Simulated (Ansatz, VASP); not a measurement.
MgS in VASP and in Ansatz

File INCAR:

```
SYSTEM = MgS
ALGO = Normal
EDIFF = 1E-7
EDIFFG = -0.002
ENCUT = 600
GGA = CA
GGA_COMPAT = .False.
IBRION = 2
ISIF = 3
ISMEAR = 0
LASPH = .True.
LCHARG = .False.
LREAL = .False.
LWAVE = .False.
NELM = 120
NELMIN = 4
NSW = 100
PREC = Accurate
SIGMA = 0.02
```

KPOINTS

```
k-points
0
Gamma
  8 8 8
  0 0 0
```

The input POSCAR:

```
MgS
1.0
    0.0000000000      2.5950000000      2.5950000000
    2.5950000000      0.0000000000      2.5950000000
    2.5950000000      2.5950000000      0.0000000000
Mg S
1 1
Direct
    0.0000000000      0.0000000000      0.0000000000
    0.5000000000      0.5000000000      0.5000000000
```

Input for Ansatz:

```yaml
crystal:
  lattice:
    - [0.0, 2.595, 2.595]
    - [2.595, 0.0, 2.595]
    - [2.595, 2.595, 0.0]
  atoms:
    - { symbol: Mg, position: [0.0, 0.0, 0.0] }
    - { symbol: S, position: [0.5, 0.5, 0.5] }
basis:
  ecutwfc: 420
kpoints:
  mp_grid: { grid: [8, 8, 8] }
hamiltonian:
  xc: lda
  pseudopotentials: { kind: paw, azcp: { folder: soft_1 } }
scf:
  occupations: { method: gaussian, width: 0.02 }
output:
  forces: true
  stress: true
  eigenvalues: true
relax:
  adjacent_minimum: "off"
  f_tol: 0.002
  max_steps: 80
  cell: { stress_tol: 0.02 }
```

Alike in both runs: task relaxation of cell and atoms; functional LDA; k mesh 8 × 8 × 8; occupations gaussian, width 0.02 eV; no spin polarisation.

|  | VASP | Ansatz |
| --- | --- | --- |
| version | VASP 6.6.1 | Ansatz 0.2.0 |
| potentials or method | VASP PAW LDA potentials, release 64 (Mg, S), cutoff 600 eV | scalar-relativistic, plane waves, PAW |
| valence electrons in the cell | 8 | 16 |

VASP gave:

| Property | Result |
| --- | --- |
| gap on the k mesh at the Fermi level, each at its own relaxed structure (eV) | 2.66 |
| relaxed volume (Å³/atom) | 16.76 |
| relaxed cell length with the largest relative difference (Å) | 3.619 |

Question: What did Ansatz give for the same quantities?

Answer: gap on the k mesh at the Fermi level, each at its own relaxed structure (eV): 2.65; relaxed volume (Å³/atom): 16.87; relaxed cell length with the largest relative difference (Å): 3.627.

Ansatz warns that its potentials were made for another functional, while VASP's fit it. LDA's correlation is that of Perdew and Zunger in VASP and of Perdew and Wang (1992) in Ansatz. VASP's potentials hold 8 valence electrons a cell and Ansatz's 16, so a difference there can come from the potentials and not from the codes.
